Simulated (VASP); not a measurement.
**AlNi: single point with PBEsol**

The system is AlNi.

```
Al Ni
1.0
     0.00000   -2.86217    0.00000
     0.00000    0.00000   -2.86217
    10.08650    0.00000    0.00000
Al Ni
3 3
Direct
  0.00000 0.00000 0.21281
  0.00000 0.00000 0.49657
  0.00000 0.00000 0.78033
  0.50000 0.50000 0.07093
  0.50000 0.50000 0.35469
  0.50000 0.50000 0.63845
```

This cell differs from its parent crystal: the distance across one plane changed.

| Property | Result |
| --- | --- |
| Program | VASP 6.6.1 |
| Task | single point |
| Functional | PBEsol |
| Potentials or basis | VASP PAW PBE potentials, release 64 (Al, Ni) |
| Cutoff | 520 eV |
| k mesh | 20 × 20 × 7 |
| Occupations | gaussian, width 0.15 eV |
| Spin | no spin polarisation |
| Dipole correction | no |
| Further INCAR settings | ALGO = Fast; EDIFF = 1e-07; NBANDS = 28 |

```
Pressure               : -6.8 GPa
Largest force          : 0.856 eV/Å
Band gap on the k mesh : zero (an odd number of electrons rules out a gap without spin polarisation)
```

Forces in eV/Å, atoms in the order of the input:
```
Al  -0.856  0.000  0.000
Al  -0.095  0.000  0.000
Al   0.816  0.000  0.000
Ni  -0.318  0.000  0.000
Ni   0.153  0.000  0.000
Ni   0.299  0.000  0.000
```

Stress tensor (GPa, compression positive):
```
-8.23  0.00  0.00
 0.00 -6.04  0.00
 0.00  0.00 -6.04
```

Levels at points of the mesh, in eV from the Fermi level:
| k point | band 17 | band 18 | band 19 | band 20 | band 21 | band 22 |
| --- | --- | --- | --- | --- | --- | --- |
| (0.00, 0.00, 0.00) | -1.01 | -1.01 | -0.63 | -0.32 | 3.34 | 4.51 |
| (0.50, 0.00, 0.00) | -1.17 | -0.90 | -0.85 | -0.76 | -0.27 | 0.88 |
| (0.50, 0.50, 0.00) | -0.26 | 0.12 | 0.12 | 1.55 | 1.84 | 1.84 |

Run time: 6.3 min on 1 thread of Intel(R) Xeon(R) 6975P-C (Granite Rapids), with other jobs on the host, peak memory 0.57 GiB.

Caveat: the cell differs from its parent crystal (the distance across one plane changed); the cell stands under tension; the PAW data sets were made with another functional, which shifts forces and pressure a little. Spin polarisation is off, so any magnetic state and its effect on volume and gap are missing.
